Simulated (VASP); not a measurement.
# BW5 (F-43m) in VASP: further runs

Runs on BW5. Level: PBE. Tasks: single point, relaxation of cell and atoms.

All numbers are computed with VASP 6.6.1; they aren't measurements. Logs are shortened: lines on timing, memory, paths and dates and some standing lists are left out, and cuts for length are marked.

### Step 1. The cell of the first run

Symmetry: F-43m, No. 216, cubic system. The conventional cell has a = 7.321 Å, b = 7.321 Å, c = 7.321 Å, α = 90.00°, β = 90.00°, γ = 90.00°. B (site symmetry -43m) has 16 W at 3.03 to 3.17 Å within 4.0 Å. W (site symmetry -43m) has 12 W at 3.04 Å and 4 B at 3.17 Å within 4.0 Å. W (site symmetry 3m) has 9 W at 2.58 to 3.04 Å and 3 B at 3.03 Å within 3.4 Å.

### Step 2. Single point, PBE

The input, INCAR:

```
SYSTEM = BW5
  PREC = Accurate
  ENCUT = 520
  EDIFF = 1E-6
  ISMEAR = 0
  SIGMA = 0.1
  LREAL = .False.
  LASPH = .True.
  NELM = 100
  ALGO = Normal
  ISIF = 2
  LWAVE = .False.
  LCHARG = .False.
  GGA = PE
  NBANDS = 46
```

The input, KPOINTS:

```
Automatic mesh
0
Gamma
  10 10 10
  0 0 0
```

The input, POSCAR:

```
BW5
1.0
    0.0000000000      3.6604208309      3.6604208309
    3.6604208309      0.0000000000      3.6604208309
    3.6604208309      3.6604208309      0.0000000000
B W
1 5
Direct
    0.0000000000      0.0000000000      0.0000000000
    0.2500000000      0.2500000000      0.2500000000
    0.6254644908      0.6254644908      0.6254644908
    0.1236065276      0.6254644908      0.6254644908
    0.6254644908      0.6254644908      0.1236065276
    0.6254644908      0.1236065276      0.6254644908
```

Potentials or basis: VASP PAW PBE potentials, release 64 (B, W_sv).

Command:

```bash
$ cat potpaw_PBE.64/B/POTCAR potpaw_PBE.64/W_sv/POTCAR > POTCAR
$ mpirun -np 1 vasp_std > vasp.out
```

OUTCAR:

```text
SYSTEM = BW5
   PREC = Accurate
   ENCUT = 520
   EDIFF = 1E-6
   ISMEAR = 0
   LREAL = .False.
   LASPH = .True.
   NELM = 100
   ISIF = 2
   GGA = PE

 ion  position               nearest neighbor table
   1  0.000  0.000  0.000-
   2  0.250  0.250  0.250-   5 3.04   3 3.04   4 3.04   6 3.04   4 3.04   6 3.04   3 3.04   6 3.04
                             5 3.04   3 3.04   5 3.04   4 3.04
   3  0.625  0.625  0.625-   4 2.58   5 2.58   6 2.58   5 2.60   6 2.60   4 2.60   2 3.04   2 3.04
                             2 3.04
   4  0.124  0.625  0.625-   3 2.58   5 2.58   6 2.58   3 2.60   5 2.60   6 2.60   2 3.04   2 3.04
                             2 3.04
   5  0.625  0.625  0.124-   3 2.58   4 2.58   6 2.58   3 2.60   6 2.60   4 2.60   2 3.04   2 3.04
                             2 3.04
   6  0.625  0.124  0.625-   3 2.58   4 2.58   5 2.58   5 2.60   3 2.60   4 2.60   2 3.04   2 3.04
                             2 3.04

  LATTYP: Found a face centered cubic cell.
 ALAT       =     7.3208416618

  Lattice vectors:

 A1 = (   0.0000000000,   3.6604208309,   3.6604208309)
 A2 = (   3.6604208309,   0.0000000000,   3.6604208309)
 A3 = (   3.6604208309,   3.6604208309,   0.0000000000)

Analysis of symmetry for initial positions (statically):
=====================================================================
 Subroutine PRICEL returns:
 Original cell was already a primitive cell.

 Routine SETGRP: Setting up the symmetry group for a
 face centered cubic supercell.

 Subroutine GETGRP returns: Found 24 space group operations
 (whereof 24 operations were pure point group operations)
 out of a pool of 48 trial point group operations.

The static configuration has the point symmetry T_d .

Analysis of symmetry for dynamics (positions and initial velocities):
=====================================================================
 Subroutine PRICEL returns:
 Original cell was already a primitive cell.

 Routine SETGRP: Setting up the symmetry group for a
 face centered cubic supercell.

 Subroutine GETGRP returns: Found 24 space group operations
 (whereof 24 operations were pure point group operations)
 out of a pool of 48 trial point group operations.

The dynamic configuration has the point symmetry T_d .

 Subroutine INISYM returns: Found 24 space group operations
 (whereof 24 operations are pure point group operations),
 and found     1 'primitive' translations

----------------------------------------------------------------------------------------

                                     Primitive cell

  volume of cell :      98.0896

  direct lattice vectors                    reciprocal lattice vectors
     0.000000000  3.660420831  3.660420831    -0.136596316  0.136596316  0.136596316
     3.660420831  0.000000000  3.660420831     0.136596316 -0.136596316  0.136596316
     3.660420831  3.660420831  0.000000000     0.136596316  0.136596316 -0.136596316

  length of vectors
     5.176616783  5.176616783  5.176616783     0.236591759  0.236591759  0.236591759

  position of ions in fractional coordinates (direct lattice)
     0.000000000  0.000000000  0.000000000
     0.250000000  0.250000000  0.250000000
     0.625464491  0.625464491  0.625464491
     0.123606528  0.625464491  0.625464491
     0.625464491  0.625464491  0.123606528
     0.625464491  0.123606528  0.625464491

  ion indices of the primitive-cell ions
   primitive index   ion index
                 1           1
                 2           2
                 3           3
                 4           4
                 5           5
                 6           6

----------------------------------------------------------------------------------------

 KPOINTS: Automatic mesh

Automatic generation of k-mesh.
 Grid dimensions read from file:
 generate k-points for:   10   10   10

 Generating k-lattice:

  Cartesian coordinates                     Fractional coordinates (reciprocal lattice)
    -0.013659632  0.013659632  0.013659632     0.100000000  0.000000000  0.000000000
     0.013659632 -0.013659632  0.013659632     0.000000000  0.100000000  0.000000000
     0.013659632  0.013659632 -0.013659632     0.000000000  0.000000000  0.100000000

  Length of vectors
     0.023659176  0.023659176  0.023659176

  Shift w.r.t. Gamma in fractional coordinates (k-lattice)
     0.000000000  0.000000000  0.000000000

 Subroutine IBZKPT returns following result:
 ===========================================

 Found     47 irreducible k-points:

 Following reciprocal coordinates:
            Coordinates               Weight
  0.000000  0.000000  0.000000      1.000000
  0.100000  0.000000  0.000000      8.000000
  0.200000  0.000000  0.000000      8.000000
  0.300000  0.000000  0.000000      8.000000
  0.400000  0.000000  0.000000      8.000000
  0.500000  0.000000  0.000000      4.000000
[... 16 lines left out ...]
  0.300000  0.300000  0.000000      6.000000
  0.400000  0.300000  0.000000     24.000000
 [... further k-points ...]
   k-points           NKPTS =     47   k-points in BZ     NKDIM =     47   number of bands    NBANDS=     46
   number of dos      NEDOS =    301   number of ions     NIONS =      6
   total plane-waves  NPLWV =  64000
   dimension x,y,z NGX =    40 NGY =   40 NGZ =   40
   dimension x,y,z NGXF=    80 NGYF=   80 NGZF=   80
   ions per type =               1   5
   NGX,Y,Z   is equivalent  to a cutoff of  12.85, 12.85, 12.85 a.u.
   NGXF,Y,Z  is equivalent  to a cutoff of  25.69, 25.69, 25.69 a.u.
 SYSTEM =  BW5
   PREC   = accura    normal or accurate (medium, high low for compatibility)
   ISTART =      0    job   : 0-new  1-cont  2-samecut
   ICHARG =      2    charge: 1-file 2-atom 10-const
   ISPIN  =      1    spin polarized calculation?
   LNONCOLLINEAR =      F non collinear calculations
   LSORBIT =      F    spin-orbit coupling
   LASPH  =      T    aspherical Exc in radial PAW
   ENCUT  =  520.0 eV  38.22 Ry    6.18 a.u.   9.63  9.63  9.63*2*pi/ulx,y,z
   NELM   =    100;   NELMIN=  2; NELMDL= -5     # of ELM steps
   EDIFF  = 0.1E-05   stopping-criterion for ELM
   LREAL  =      F    real-space projection
   EDIFFG = 0.1E-04   stopping-criterion for IOM
   NSW    =      0    number of steps for IOM
   IBRION =     -1    ionic relax: 0-MD 1-quasi-New 2-CG
   NFREE  =      0    steps in history (QN), initial steepest desc. (CG)
   ISIF   =      2    stress and relaxation
   ISYM   =      2    0-nonsym 1-usesym 2-fastsym
   POTIM  = 0.5000    time-step for ionic-motion
   TEBEG  =    0.0;   TEEND  =   0.0 temperature during run
   PSTRESS=    0.0 pullay stress
   NELECT =      73.0000    total number of electrons
   NUPDOWN=      -1.0000    fix difference up-down
   EMIN   =  10.00;   EMAX   =-10.00  energy-range for DOS
   EFERMI =   0.00;   METHOD = LEGACY
   ISMEAR =     0;   SIGMA  =   0.10  broadening in eV -4-tet -1-fermi 0-gaus
   EFERMI_NEDOS =   21; number of points for ismear=-14 and -15
   IALGO  =     38    algorithm
   IMIX   =      4    mixing-type and parameters
     AMIX     =   0.40;   BMIX     =  1.00
     AMIX_MAG =   1.60;   BMIX_MAG =  1.00
  volume/ion in A,a.u.               =      16.35       110.32
  Fermi-wavevector in a.u.,A,eV,Ry     =   1.483570  2.803541 29.946158  2.200981
  Thomas-Fermi vector in A             =   2.597215
   LORBIT       =      0    0 simple, 1 ext, 2 COOP (PROOUT), +10 PAW based schemes
   GGA     = PE    functional components
   LHFCALC =     F    Hartree Fock is set to
   AEXX    =    0.0000 exact exchange contribution
   IVDW    =     0    specifies the selected vdW correction
   LEPSILON=     F    determine dielectric tensor
   LRPA    =     F    only Hartree local field effects (RPA)
 non-spin polarized calculation
 Gauss-broadening in eV      SIGMA  =   0.10
  energy-cutoff  :      520.00
  volume of cell :       98.09
 maximum number of plane-waves:      2685
   NGX = 19   NGY = 19   NGZ = 19

 number of electron      73.0000005 magnetization

 Free energy of the ion-electron system (eV)
  ---------------------------------------------------
  ext. energy  EPLUGINS =         0.00000000
  ---------------------------------------------------
  free energy    TOTEN  =       -64.71201140 eV

  energy without entropy =      -64.69670205  energy(sigma->0) =      -64.70435673

 E-fermi :   9.4035     XC(G=0): -12.7102

 val. band max:        9.4015651093   @ k =   0.4000   0.0000   0.0000
 cond. band min:       9.4402019967   @ k =  -0.3000   0.4000   0.2000
 fundamental gap:      0.0386368874
 Fermi energy:         9.4035465297

 k-point     1 :       0.0000    0.0000    0.0000
  band No.  band energies     occupation
      1     -65.0837      2.00000
      2     -64.6633      2.00000
      3     -64.4265      2.00000
      4     -64.4265      2.00000
      5     -64.4265      2.00000
      6     -30.3153      2.00000
[... 38 lines left out ...]
     45      13.1547      0.00000
     46      13.1548      0.00000

 k-point     2 :       0.1000    0.0000    0.0000
  band No.  band energies     occupation
      1     -65.0836      2.00000
      2     -64.6591      2.00000
      3     -64.4308      2.00000
      4     -64.4264      2.00000
      5     -64.4264      2.00000
      6     -30.2825      2.00000
[... 38 lines left out ...]
     45      12.6439      0.00000
     46      13.1477      0.00000

 k-point     3 :       0.2000    0.0000    0.0000
  band No.  band energies     occupation
      1     -65.0833      2.00000
      2     -64.6474      2.00000
      3     -64.4432      2.00000
      4     -64.4264      2.00000
      5     -64.4264      2.00000
      6     -30.1928      2.00000
[... 38 lines left out ...]
     45      12.6028      0.00000
     46      13.1959      0.00000

 k-point     4 :       0.3000    0.0000    0.0000
  band No.  band energies     occupation
      1     -65.0831      2.00000
      2     -64.6304      2.00000
      3     -64.4608      2.00000
      4     -64.4264      2.00000
      5     -64.4264      2.00000
      6     -30.0754      2.00000
[... 920 lines left out ...]
     45      12.6168      0.00000
     46      12.8885      0.00000

 k-point    23 :       0.3000    0.3000    0.0000
  band No.  band energies     occupation
      1     -65.0829      2.00000
      2     -64.6157      2.00000
      3     -64.4760      2.00000
      4     -64.4264      2.00000
      5     -64.4264      2.00000
      6     -29.9481      2.00000
[... 38 lines left out ...]
     45      12.5840      0.00000
     46      12.5840      0.00000

 k-point    24 :       0.4000    0.3000    0.0000
  band No.  band energies     occupation
      1     -65.0827      2.00000
      2     -64.5989      2.00000
      3     -64.4932      2.00000
      4     -64.4264      2.00000
      5     -64.4264      2.00000
      6     -29.8302      2.00000
[... 38 lines left out ...]
     45      12.3482      0.00000
     46      12.5125      0.00000

 [... further k-points ...]
[... 5 lines left out ...]
  --------------------------------------------------------------------------------------
  -------------------------------------------------------------------------------------
  Total        0.3994231      0.3994231      0.3994231     -0.0000000      0.0000000      0.0000000
  in kB        6.5241018      6.5241018      6.5241018     -0.0000000      0.0000000      0.0000000
  external PRESSURE =       6.5241018 kB  Pullay stress =       0.0000000 kB

 VOLUME and BASIS-vectors are now :
 -----------------------------------------------------------------------------
  energy-cutoff  :      520.00
  volume of cell :       98.09
      direct lattice vectors                 reciprocal lattice vectors
     0.000000000  3.660420831  3.660420831    -0.136596316  0.136596316  0.136596316
     3.660420831  0.000000000  3.660420831     0.136596316 -0.136596316  0.136596316
     3.660420831  3.660420831  0.000000000     0.136596316  0.136596316 -0.136596316

 POSITION                                       TOTAL-FORCE (eV/Angst)
 -----------------------------------------------------------------------------------
      0.00000      0.00000      0.00000        -0.000000     -0.000000     -0.000000
      1.83021      1.83021      1.83021        -0.000000     -0.000000     -0.000000
      4.57893      4.57893      4.57893        -0.007244     -0.007244     -0.007244
      4.57893      2.74192      2.74192        -0.007244      0.007244      0.007244
      2.74192      2.74192      4.57893         0.007244      0.007244     -0.007244
      2.74192      4.57893      2.74192         0.007244     -0.007244      0.007244
 -----------------------------------------------------------------------------------
    total drift:                                0.000000      0.000000      0.000000

  FREE ENERGIE OF THE ION-ELECTRON SYSTEM (eV)
  ---------------------------------------------------
  free  energy   TOTEN  =       -64.7120114045 eV

  energy  without entropy=      -64.6967020497  energy(sigma->0) =      -64.70435673
```

Run time: 1.9 min. Hardware: 1 thread of Intel Xeon 6975P-C (Granite Rapids), shared host; peak memory 0.33 GiB.

What came out:

```
Free energy   : -64.7120 eV
Pressure      : 0.7 GPa
Largest force : 0.013 eV/Å
```

Forces in eV/Å, atoms in the order of the input:
```
B    0.000  0.000  0.000
W    0.000  0.000  0.000
W   -0.007 -0.007 -0.007
W   -0.007  0.007  0.007
W    0.007  0.007 -0.007
W    0.007 -0.007  0.007
```

Caveat: spin-orbit coupling is left out, which moves the levels of the heavy elements.

(Continued in part 2 of 2.)
